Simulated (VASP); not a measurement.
# PbS (Cmcm) in VASP: relaxation of cell and atoms with PBE

Aim: the relaxation of cell and atoms of PbS with PBE.

Program: VASP 6.6.1. These are calculated values, not measurements. Logs are shortened: lines on timing, memory, paths and dates and some standing lists are left out, and cuts for length are marked.

## Step 1: The cell of the first run

Symmetry: Cmcm, No. 63, orthorhombic system. The conventional cell has a = 5.035 Å, b = 6.153 Å, c = 15.201 Å, α = 90.00°, β = 90.00°, γ = 90.00°. Within 3.4 Å of Pb (site symmetry m) lie 5 S at 2.55 to 2.58 Å. Pb (site symmetry m2m) has 5 S at 2.56 to 2.58 Å within 3.4 Å. S (site symmetry m) has 5 Pb at 2.55 to 2.58 Å within 3.4 Å. Within 3.4 Å of S (site symmetry m2m) lie 5 Pb at 2.56 to 2.58 Å.

The cell was generated, and may not be a known phase.

## Step 2: Relaxation of cell and atoms, PBE

Input file INCAR:

```
SYSTEM = PbS
ALGO = Normal
EDIFF = 1E-7
EDIFFG = -0.04
ENCUT = 600
GGA = PE
IBRION = 2
ISIF = 3
ISMEAR = 0
LASPH = .TRUE.
LCHARG = .FALSE.
LREAL = .FALSE.
LWAVE = .FALSE.
NELM = 80
NSW = 90
PREC = Accurate
SIGMA = 0.1
```

Input file KPOINTS:

```
k-points
0
G
  4 4 1
  0 0 0
```

Input file POSCAR:

```
PbS
1.0
    2.5176431700     -3.0766423800      0.0000000000
    2.5176431700      3.0766423800      0.0000000000
    0.0000000000      0.0000000000     15.2009687200
Pb S
6 6
Direct
    0.2078974700      0.7921025300      0.5838657100
    0.7921025300      0.2078974700      0.4161342900
    0.2921958800      0.7078041200      0.2500000000
    0.7921025300      0.2078974700      0.0838657100
    0.2078974700      0.7921025300      0.9161342900
    0.7078041200      0.2921958800      0.7500000000
    0.7921025300      0.2078974700      0.5838657100
    0.2078974700      0.7921025300      0.4161342900
    0.7078041200      0.2921958800      0.2500000000
    0.2078974700      0.7921025300      0.0838657100
    0.7921025300      0.2078974700      0.9161342900
    0.2921958800      0.7078041200      0.7500000000
```

Potentials or basis: VASP PAW PBE potentials, release 64 (Pb_d, S).

Run with:

```
$ cat potpaw_PBE.64/Pb_d/POTCAR potpaw_PBE.64/S/POTCAR > POTCAR
$ mpirun -np 1 vasp_std > vasp.out
```

OUTCAR:

```text
SYSTEM = PbS
   EDIFF = 1E-7
   EDIFFG = -0.04
   ENCUT = 600
   GGA = PE
   IBRION = 2
   ISIF = 3
   ISMEAR = 0
   LASPH = .TRUE.
   LREAL = .FALSE.
   NELM = 80
   NSW = 90
   PREC = Accurate

 ion  position               nearest neighbor table
   1  0.208  0.792  0.584-   8 2.55   7 2.56   7 2.57   7 2.57  12 2.58   6 3.57   6 3.57   2 3.61
                             2 3.62   2 3.62   6 3.98   6 3.98
   2  0.792  0.208  0.416-   7 2.55   8 2.56   8 2.57   8 2.57   9 2.58   3 3.57   3 3.57   1 3.61
                             1 3.62   1 3.62   3 3.98   3 3.98
   3  0.292  0.708  0.250-   9 2.56   9 2.57   9 2.57  10 2.58   8 2.58   4 3.57   2 3.57   4 3.57
                             2 3.57   2 3.98   4 3.98   4 3.98   2 3.98
   4  0.792  0.208  0.084-  11 2.55  10 2.56  10 2.57  10 2.57   9 2.58   3 3.57   3 3.57   5 3.61
                             5 3.62   5 3.62   3 3.98   3 3.98
   5  0.208  0.792  0.916-  10 2.55  11 2.56  11 2.57  11 2.57  12 2.58   6 3.57   6 3.57   4 3.61
                             4 3.62   4 3.62   6 3.98   6 3.98
   6  0.708  0.292  0.750-  12 2.56  12 2.57  12 2.57   7 2.58  11 2.58   5 3.57   1 3.57   5 3.57
                             1 3.57   1 3.98   5 3.98   1 3.98   5 3.98
   7  0.792  0.208  0.584-   2 2.55   1 2.56   1 2.57   1 2.57   6 2.58
   8  0.208  0.792  0.416-   1 2.55   2 2.56   2 2.57   2 2.57   3 2.58
   9  0.708  0.292  0.250-   3 2.56   3 2.57   3 2.57   4 2.58   2 2.58
  10  0.208  0.792  0.084-   5 2.55   4 2.56   4 2.57   4 2.57   3 2.58
  11  0.792  0.208  0.916-   4 2.55   5 2.56   5 2.57   5 2.57   6 2.58
  12  0.292  0.708  0.750-   6 2.56   6 2.57   6 2.57   1 2.58   5 2.58

  LATTYP: Found a base centered orthorhombic cell.
 ALAT       =     5.0352863400
 B/A-ratio  =     1.2220327395
 C/A-ratio  =     3.0188886378

  Lattice vectors:

 A1 = (   2.5176431700,  -3.0766423800,   0.0000000000)
 A2 = (   2.5176431700,   3.0766423800,   0.0000000000)
 A3 = (   0.0000000000,   0.0000000000,  15.2009687200)

Analysis of symmetry for initial positions (statically):
=====================================================================
 Subroutine PRICEL returns:
 Original cell was already a primitive cell.

 Routine SETGRP: Setting up the symmetry group for a
 base centered orthorhombic supercell.

 Subroutine GETGRP returns: Found  8 space group operations
 (whereof  4 operations were pure point group operations)
 out of a pool of  8 trial point group operations.

The static configuration has the point symmetry C_2h.
 The point group associated with its full space group is D_2h.

Analysis of symmetry for dynamics (positions and initial velocities):
=====================================================================
 Subroutine PRICEL returns:
 Original cell was already a primitive cell.

 Routine SETGRP: Setting up the symmetry group for a
 base centered orthorhombic supercell.

 Subroutine GETGRP returns: Found  8 space group operations
 (whereof  4 operations were pure point group operations)
 out of a pool of  8 trial point group operations.

The dynamic configuration has the point symmetry C_2h.
 The point group associated with its full space group is D_2h.

 Subroutine INISYM returns: Found  8 space group operations
 (whereof  4 operations are pure point group operations),
 and found     1 'primitive' translations

----------------------------------------------------------------------------------------

                                     Primitive cell

  volume of cell :     235.4900

  direct lattice vectors                    reciprocal lattice vectors
     2.517643170 -3.076642380  0.000000000     0.198598438 -0.162514826  0.000000000
     2.517643170  3.076642380  0.000000000     0.198598438  0.162514826  0.000000000
     0.000000000  0.000000000 15.200968720     0.000000000  0.000000000  0.065785281

  length of vectors
     3.975456636  3.975456636 15.200968720     0.256617240  0.256617240  0.065785281

  position of ions in fractional coordinates (direct lattice)
     0.207897470  0.792102530  0.583865710
     0.792102530  0.207897470  0.416134290
     0.292195880  0.707804120  0.250000000
     0.792102530  0.207897470  0.083865710
     0.207897470  0.792102530  0.916134290
     0.707804120  0.292195880  0.750000000
     0.792102530  0.207897470  0.583865710
     0.207897470  0.792102530  0.416134290
     0.707804120  0.292195880  0.250000000
     0.207897470  0.792102530  0.083865710
     0.792102530  0.207897470  0.916134290
     0.292195880  0.707804120  0.750000000

  ion indices of the primitive-cell ions
   primitive index   ion index
                 1           1
                 2           2
                 3           3
                 4           4
                 5           5
                 6           6
                 7           7
                 8           8
                 9           9
                10          10
                11          11
                12          12

----------------------------------------------------------------------------------------

 KPOINTS: k-points

Automatic generation of k-mesh.
 Grid dimensions read from file:
 generate k-points for:    4    4    1

 Generating k-lattice:

  Cartesian coordinates                     Fractional coordinates (reciprocal lattice)
     0.049649609 -0.040628706  0.000000000     0.250000000 -0.000000000  0.000000000
     0.049649609  0.040628706  0.000000000    -0.000000000  0.250000000  0.000000000
     0.000000000  0.000000000  0.065785281     0.000000000  0.000000000  1.000000000

  Length of vectors
     0.064154310  0.064154310  0.065785281

  Shift w.r.t. Gamma in fractional coordinates (k-lattice)
     0.000000000  0.000000000  0.000000000

 Subroutine IBZKPT returns following result:
 ===========================================

 Found      7 irreducible k-points:

 Following reciprocal coordinates:
            Coordinates               Weight
  0.000000  0.000000  0.000000      1.000000
  0.250000 -0.000000  0.000000      4.000000
  0.500000 -0.000000  0.000000      2.000000
  0.250000  0.250000  0.000000      2.000000
  0.500000  0.250000  0.000000      4.000000
 -0.250000  0.250000  0.000000      2.000000
  0.500000  0.500000  0.000000      1.000000
   k-points           NKPTS =      7   k-points in BZ     NKDIM =      7   number of bands    NBANDS=     72
   number of dos      NEDOS =    301   number of ions     NIONS =     12
   total plane-waves  NPLWV = 129024
   dimension x,y,z NGX =    32 NGY =   32 NGZ =  126
   dimension x,y,z NGXF=    64 NGYF=   64 NGZF=  252
   ions per type =               6   6
   NGX,Y,Z   is equivalent  to a cutoff of  13.38, 13.38, 13.78 a.u.
   NGXF,Y,Z  is equivalent  to a cutoff of  26.76, 26.76, 27.56 a.u.
 SYSTEM =  PbS
   PREC   = accura    normal or accurate (medium, high low for compatibility)
   ISTART =      0    job   : 0-new  1-cont  2-samecut
   ICHARG =      2    charge: 1-file 2-atom 10-const
   ISPIN  =      1    spin polarized calculation?
   LNONCOLLINEAR =      F non collinear calculations
   LSORBIT =      F    spin-orbit coupling
   LASPH  =      T    aspherical Exc in radial PAW
   ENCUT  =  600.0 eV  44.10 Ry    6.64 a.u.   7.94  7.94 30.36*2*pi/ulx,y,z
   NELM   =     80;   NELMIN=  2; NELMDL= -5     # of ELM steps
   EDIFF  = 0.1E-06   stopping-criterion for ELM
   LREAL  =      F    real-space projection
   EDIFFG = -.4E-01   stopping-criterion for IOM
   NSW    =     90    number of steps for IOM
   IBRION =      2    ionic relax: 0-MD 1-quasi-New 2-CG
   NFREE  =      1    steps in history (QN), initial steepest desc. (CG)
   ISIF   =      3    stress and relaxation
   ISYM   =      2    0-nonsym 1-usesym 2-fastsym
   POTIM  = 0.5000    time-step for ionic-motion
   TEBEG  =    0.0;   TEEND  =   0.0 temperature during run
   PSTRESS=    0.0 pullay stress
   NELECT =     120.0000    total number of electrons
   NUPDOWN=      -1.0000    fix difference up-down
   EMIN   =  10.00;   EMAX   =-10.00  energy-range for DOS
   EFERMI =   0.00;   METHOD = LEGACY
   ISMEAR =     0;   SIGMA  =   0.10  broadening in eV -4-tet -1-fermi 0-gaus
   EFERMI_NEDOS =   21; number of points for ismear=-14 and -15
   IALGO  =     38    algorithm
   IMIX   =      4    mixing-type and parameters
     AMIX     =   0.40;   BMIX     =  1.00
     AMIX_MAG =   1.60;   BMIX_MAG =  1.00
  volume/ion in A,a.u.               =      19.62       132.43
  Fermi-wavevector in a.u.,A,eV,Ry     =   1.307609  2.471022 23.263788  1.709840
  Thomas-Fermi vector in A             =   2.438332
   LORBIT       =      0    0 simple, 1 ext, 2 COOP (PROOUT), +10 PAW based schemes
   GGA     = PE    functional components
   LHFCALC =     F    Hartree Fock is set to
   AEXX    =    0.0000 exact exchange contribution
   IVDW    =     0    specifies the selected vdW correction
   LEPSILON=     F    determine dielectric tensor
   LRPA    =     F    only Hartree local field effects (RPA)
 conjugate gradient relaxation of ions
 non-spin polarized calculation
 Gauss-broadening in eV      SIGMA  =   0.10
  energy-cutoff  :      600.00
  volume of cell :      235.49
 maximum number of plane-waves:      7890
   NGX = 15   NGY = 15   NGZ = 61

--------------------------------------- Ionic step        1  -------------------------------------------

 number of electron     120.0000010 magnetization

 Free energy of the ion-electron system (eV)
  ---------------------------------------------------
  ext. energy  EPLUGINS =         0.00000000
  ---------------------------------------------------
  free energy    TOTEN  =       -40.22613842 eV

  energy without entropy =      -40.22613841  energy(sigma->0) =      -40.22613842

 E-fermi :  10.2954     XC(G=0): -11.0207

 val. band max:        9.9155694015   @ k =   0.2500   0.2500   0.0000
 cond. band min:      10.6750871658   @ k =   0.5000  -0.0000   0.0000
 fundamental gap:      0.7595177643
 Fermi energy:        10.2953701286

 k-point     1 :       0.0000    0.0000    0.0000
  band No.  band energies     occupation
      1      -8.3196      2.00000
      2      -8.1113      2.00000
      3      -8.0515      2.00000
      4      -7.7421      2.00000
      5      -7.6648      2.00000
      6      -7.6391      2.00000
[... 603 lines left out ...]
  energy  without entropy=      -48.2812919437  energy(sigma->0) =      -48.28129194

--------------------------------------- Ionic step        3  -------------------------------------------

 number of electron     120.0000053 magnetization

 E-fermi :   4.6437     XC(G=0):  -9.1298

 val. band max:        4.1457613653   @ k =   0.2500   0.2500   0.0000
 cond. band min:       5.6497644617   @ k =   0.5000  -0.0000   0.0000
 fundamental gap:      1.5040030963
 Fermi energy:         4.6436925935

 k-point     1 :       0.0000    0.0000    0.0000
  band No.  band energies     occupation
      1     -12.1520      2.00000
      2     -12.1154      2.00000
      3     -12.1131      2.00000
      4     -12.0713      2.00000
      5     -12.0713      2.00000
      6     -12.0703      2.00000
[... 553 lines left out ...]
  FREE ENERGIE OF THE ION-ELECTRON SYSTEM (eV)
  ---------------------------------------------------
  free  energy   TOTEN  =       -52.2922618697 eV

  energy  without entropy=      -52.2922618697  energy(sigma->0) =      -52.29226187

[... ionic steps 4 to 20 ...]

--------------------------------------- Ionic step       21  -------------------------------------------

 number of electron     120.0000021 magnetization

------------------------ aborting loop because EDIFF is reached ----------------------------------------

  FORCE on cell =-STRESS in cart. coord.  units (eV):
  Direction    XX          YY          ZZ          XY          YZ          ZX
  --------------------------------------------------------------------------------------
  -------------------------------------------------------------------------------------
  Total        0.4545598      0.0702135     -0.1363510      0.0000000      0.0000000      0.0000000
  in kB        2.2451068      0.3467900     -0.6734485      0.0000000      0.0000000      0.0000000
  external PRESSURE =       0.6394828 kB  Pullay stress =       0.0000000 kB
[... 77 lines left out ...]
  energy  without entropy=      -52.7211047988  energy(sigma->0) =      -52.72110480

--------------------------------------- Ionic step       23  -------------------------------------------

 number of electron     120.0000026 magnetization

 Free energy of the ion-electron system (eV)
  ---------------------------------------------------
  ext. energy  EPLUGINS =         0.00000000
  ---------------------------------------------------
  free energy    TOTEN  =       -52.72263760 eV

  energy without entropy =      -52.72263760  energy(sigma->0) =      -52.72263760

 E-fermi :   5.4323     XC(G=0):  -9.5132

 val. band max:        4.9252727366   @ k =   0.5000  -0.0000   0.0000
 cond. band min:       6.1454563049   @ k =   0.5000  -0.0000   0.0000
 fundamental gap:      1.2201835683
 Fermi energy:         5.4323323683

 k-point     1 :       0.0000    0.0000    0.0000
  band No.  band energies     occupation
      1     -11.5175      2.00000
      2     -11.4759      2.00000
      3     -11.4658      2.00000
      4     -11.4480      2.00000
      5     -11.4464      2.00000
      6     -11.4325      2.00000
[... 553 lines left out ...]
  FREE ENERGIE OF THE ION-ELECTRON SYSTEM (eV)
  ---------------------------------------------------
  free  energy   TOTEN  =       -52.7226375990 eV

  energy  without entropy=      -52.7226375990  energy(sigma->0) =      -52.72263760

 reached required accuracy - stopping structural energy minimisation
```

Run time: 25 min. Hardware: 1 thread of Intel Xeon 6975P-C (Granite Rapids), shared host; peak memory 0.43 GiB.

Results:

```
Free energy                           : -52.7226 eV
Relaxed volume                        : 27.05 Å³/atom
Relaxed cell                          : a = 4.269 Å, b = 4.269 Å, c = 17.808 Å, α = 90.00°, β = 90.00°, γ = 90.09°
Space group after relaxing (to 0.1 Å) : I4/mmm (No. 139)
Energy gained by relaxing             : 1041.4 meV/atom
Ionic steps                           : 23
Pressure after relaxing               : 0.0 GPa
Largest force after relaxing          : 0.036 eV/Å
Band gap on the k mesh                : 1.22 eV
```

Forces on the atoms (eV/Å):
```
Pb   0.000 -0.018  0.002
Pb   0.000  0.018 -0.002
Pb   0.000  0.002  0.000
Pb   0.000  0.018  0.002
Pb   0.000 -0.018 -0.002
Pb   0.000 -0.002  0.000
S    0.000  0.014  0.034
S    0.000 -0.014 -0.034
S    0.000  0.001  0.000
S    0.000 -0.014  0.034
S    0.000  0.014 -0.034
S    0.000 -0.001  0.000
```

The path:
```csv
step,energy change (eV),largest force (eV/Å),pressure (GPa),volume (Å³)
1,0.0000,0.7286,44.48,235.49
2,-8.0552,0.5708,-7.68,470.92
3,-12.0661,0.2493,-0.33,347.81
4,-12.0644,0.2630,0.03,345.28
5,-12.1152,0.2918,0.11,343.44
6,-12.1632,0.3806,0.54,338.30
7,-12.1926,0.3634,0.33,338.56
8,-12.2568,0.3186,-0.24,339.31
9,-12.2767,0.2643,-1.11,340.55
10,-12.3410,0.2265,-0.93,336.98
11,-12.4451,0.1732,0.01,326.40
12,-12.4497,0.1686,0.39,323.46
13,-12.4763,0.1387,0.03,325.34
14,-12.4798,0.1251,-0.15,326.38
15,-12.4833,0.1079,-0.04,325.65
16,-12.4870,0.0706,0.21,323.99
17,-12.4898,0.0554,0.13,324.40
18,-12.4923,0.0499,-0.11,325.63
19,-12.4925,0.0453,-0.06,325.39
20,-12.4932,0.0444,-0.03,325.14
21,-12.4942,0.0449,0.06,324.39
22,-12.4950,0.0423,0.05,324.44
23,-12.4965,0.0364,0.01,324.60
```

Final structure:
```yaml
crystal:
  lattice:
    - [3.01653, -3.02134, 0.00000]
    - [3.01653, 3.02134, 0.00000]
    - [0.00000, 0.00000, 17.80812]
  atoms:
    - { symbol: Pb, position: [0.24472, 0.75528, 0.58331] }
    - { symbol: Pb, position: [0.75528, 0.24472, 0.41669] }
    - { symbol: Pb, position: [0.25289, 0.74711, 0.25000] }
    - { symbol: Pb, position: [0.75528, 0.24472, 0.08331] }
    - { symbol: Pb, position: [0.24472, 0.75528, 0.91669] }
    - { symbol: Pb, position: [0.74711, 0.25289, 0.75000] }
    - { symbol: S, position: [0.75229, 0.24771, 0.58289] }
    - { symbol: S, position: [0.24771, 0.75229, 0.41711] }
    - { symbol: S, position: [0.75069, 0.24931, 0.25000] }
    - { symbol: S, position: [0.24771, 0.75229, 0.08289] }
    - { symbol: S, position: [0.75229, 0.24771, 0.91711] }
    - { symbol: S, position: [0.24931, 0.75069, 0.75000] }
```

Caveat: the volume moved by over 15 % at a fixed basis, so the end points are rough; spin-orbit coupling is left out, which moves the levels of the heavy elements.
